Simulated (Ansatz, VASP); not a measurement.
BaTe in VASP and in Ansatz

File INCAR:

```
PREC = Accurate
ENCUT = 520
EDIFF = 1E-6
ISMEAR = 0
SIGMA = 0.05
LREAL = F
LASPH = T
NELM = 60
ALGO = Normal
ISIF = 2
LWAVE = F
LCHARG = F
GGA = PS
NBANDS = 15
```

The input KPOINTS:

```
regular mesh
0
Gamma
  6 6 6
```

POSCAR

```
BaTe
1.0
    4.2624660000      0.0000000000      0.0000000000
    0.0000000000      4.2624660000      0.0000000000
    0.0000000000      0.0000000000      4.6034632800
Ba Te
1 1
Direct
    0.0000000000      0.0000000000      0.0000000000
    0.5000000000      0.5000000000      0.5000000000
```

Input for Ansatz:

```yaml
crystal:
  lattice:
    - [4.262466, 0.0, 0.0]
    - [0.0, 4.262466, 0.0]
    - [0.0, 0.0, 4.60346328]
  atoms:
    - { symbol: Ba, position: [0.0, 0.0, 0.0] }
    - { symbol: Te, position: [0.5, 0.5, 0.5] }
basis:
  ecutwfc: 420
kpoints:
  mp_grid: { grid: [6, 6, 6] }
hamiltonian:
  xc: pbesol
scf:
  occupations: { method: gaussian, width: 0.05 }
output:
  forces: true
  stress: true
  eigenvalues: true
```

Change from the starting cell: strain +0.000 along x and y, +0.080 along z, atoms carried along.

Alike in both runs: task single point; functional PBEsol; k mesh 6 × 6 × 6; occupations gaussian, width 0.05 eV; no spin polarisation.

```csv
,VASP,Ansatz
version,VASP 6.6.1,Ansatz 0.2.0
potentials or method,"VASP PAW PBE potentials, release 64 (Ba_sv, Te), cutoff 520 eV","scalar-relativistic, plane waves, PAW"
valence electrons in the cell,16,26
```

VASP gave:

| Quantity | Value |
| --- | --- |
| gap on the k mesh at the Fermi level (eV) | 0.50 |
| least direct gap on the mesh (eV) | 0.62 |
| pressure (GPa) | -3.5 |
| traceless stress, the component that is largest in VASP (GPa) | -3.32 |

Q: Which values does Ansatz return?

A: gap on the k mesh at the Fermi level (eV): 0.58; least direct gap on the mesh (eV): 0.70; pressure (GPa): -3.9; traceless stress, the component that is largest in VASP (GPa): -3.31.

VASP's potentials were made for PBE, not for PBEsol. VASP's potentials hold 16 valence electrons a cell and Ansatz's 26, so a difference there can come from the potentials and not from the codes.

Spin-orbit coupling is off throughout.
